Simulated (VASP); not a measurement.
# InSe: single point with PBEsol

InSe:

```
In Se
1.0
     2.01325    1.16235    8.37175
    -2.01325    1.16235    8.37175
     0.00000   -2.32470    8.37175
In Se
2 2
Cartesian
  0.0000 0.0000 0.0000
  0.0000 0.0000 2.8179
  0.0000 0.0000 15.4584
  0.0000 0.0000 20.8457
```

```json
{"Program": "VASP 6.6.1", "Task": "single point", "Functional": "PBEsol", "Potentials or basis": "VASP PAW PBE potentials, release 64 (In_d, Se)", "Cutoff": "520 eV", "k mesh": "7 × 7 × 7", "Occupations": "fermi-dirac, width 0.01 eV", "Spin": "no spin polarisation"}
```

| Item | Value |
| --- | --- |
| Pressure | -0.7 GPa |
| Largest force | 0.116 eV/Å |
| Band gap on the k mesh | 0.62 eV (least direct gap 0.66 eV) |

Forces on the atoms (eV/Å):
```
In   0.000  0.000  0.096
In   0.000  0.000 -0.096
Se   0.000  0.000  0.116
Se   0.000  0.000 -0.115
```

Stress tensor (GPa, compression positive):
```
-0.51  0.00  0.00
 0.00 -0.51  0.00
 0.00  0.00 -1.02
```

Levels at points of the mesh, in eV from the valence-band top:
| k point | band 15 | band 16 | band 17 | band 18 | band 19 | band 20 | band 21 | band 22 | band 23 | band 24 |
| --- | --- | --- | --- | --- | --- | --- | --- | --- | --- | --- |
| (0.00, 0.00, 0.00) | -1.43 | -1.17 | -1.17 | -1.04 | -1.04 | 1.81 | 2.10 | 4.45 | 4.45 | 5.17 |

Run time: 6.7 min on 1 thread of Intel(R) Xeon(R) 6975P-C (Granite Rapids) (shared host), peak memory 0.67 GiB.

Caveat: the PAW data sets were made with another functional, which shifts forces and pressure a little; spin-orbit coupling is left out, which moves the levels of the heavy elements; an odd mesh through Γ misses points on the zone boundary, where band edges can lie.
